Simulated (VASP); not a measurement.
Runs of VASP 6.6.1 on Al. The structure is that of space group I4/mmm (No. 139), or close to it. The cells are those of the table. 

```csv
cell,gap on the mesh (eV),pressure (GPa)
"a = 2.908, b = 2.908, c = 3.861 Å, 2 atoms",none,-2.1
"a = 2.908, b = 2.908, c = 3.921 Å, 2 atoms",none,-3.5
"a = 2.950, b = 2.950, c = 3.833 Å, 2 atoms",none,-3.7
"a = 2.950, b = 2.950, c = 3.885 Å, 2 atoms",none,(a)
```

Alike in all rows: task single point; level r2SCAN; potentials or basis VASP PAW PBE potentials, release 64 (Al); no spin polarisation; k mesh 18 × 18 × 14; cutoff (eV) 520; smearing gaussian 0.1 eV.

Problem. Fill in the values left out.

Solution. (a) -4.7.

Caveats: the PAW data sets were made with another functional, which shifts forces and pressure a little; the cell stands under tension (at least some runs); the stress differs along the axes, from -5 to -0 GPa (at least some runs).

A gap of «none» marks levels without a gap at the run's occupations.
